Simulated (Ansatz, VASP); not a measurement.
## Two plane-wave programs on NaCl

The input INCAR:

```
SYSTEM = NaCl
PREC = Accurate ; ENCUT = 520
EDIFF = 1E-7 ; ISMEAR = 0
SIGMA = 0.05 ; LREAL = .False.
LASPH = .True. ; NELM = 80
ALGO = Normal ; ISIF = 2
LWAVE = .False. ; LCHARG = .False.
GGA = PS ; NBANDS = 14
```

Contents of KPOINTS:

```
regular mesh
0
Gamma
  8 8 8
  0 0 0
```

File POSCAR:

```
NaCl
1.0
    0.0000000000      2.9733375000      2.8317500000
    2.6901625000      0.0000000000      2.8317500000
    2.6901625000      2.9733375000      0.0000000000
Na Cl
1 1
Direct
    0.0000000000      0.0000000000      0.0000000000
    0.5000000000      0.5000000000      0.5000000000
```

Input for Ansatz:

```yaml
crystal:
  lattice:
    - [0.0, 2.9733375, 2.83175]
    - [2.6901625, 0.0, 2.83175]
    - [2.6901625, 2.9733375, 0.0]
  atoms:
    - { symbol: Na, position: [0.0, 0.0, 0.0] }
    - { symbol: Cl, position: [0.5, 0.5, 0.5] }
basis:
  ecutwfc: 420
kpoints:
  mp_grid: { grid: [8, 8, 8] }
hamiltonian:
  xc: pbesol
scf:
  occupations: { method: gaussian, width: 0.05 }
output:
  forces: true
  stress: true
  eigenvalues: true
```

Change from the starting cell: strain -0.0500 x Voigt [1, -1, 0, 0, 0, 0], atoms carried along.

Alike in both runs: task single point; functional PBEsol; k mesh 8 × 8 × 8; occupations gaussian, width 0.05 eV; no spin polarisation.

```csv
,VASP,Ansatz
version,VASP 6.6.1,Ansatz 0.2.0
potentials or method,"VASP PAW PBE potentials, release 64 (Na_pv, Cl), cutoff 520 eV","scalar-relativistic, plane waves, PAW"
valence electrons in the cell,14,16
```

VASP gave:

```
gap on the k mesh at the Fermi level (eV)                     : 4.88
least direct gap on the mesh (eV)                             : 4.88
pressure (GPa)                                                : -0.2
traceless stress, the component that is largest in VASP (GPa) : 2.15
```

**Question.** Estimate Ansatz's values.

**Answer.** gap on the k mesh at the Fermi level (eV): 4.88; least direct gap on the mesh (eV): 4.88; pressure (GPa): -0.3; traceless stress, the component that is largest in VASP (GPa): 2.11.

VASP's potentials were made for PBE, not for PBEsol. VASP's potentials hold 14 valence electrons a cell and Ansatz's 16, so a difference there can come from the potentials and not from the codes.
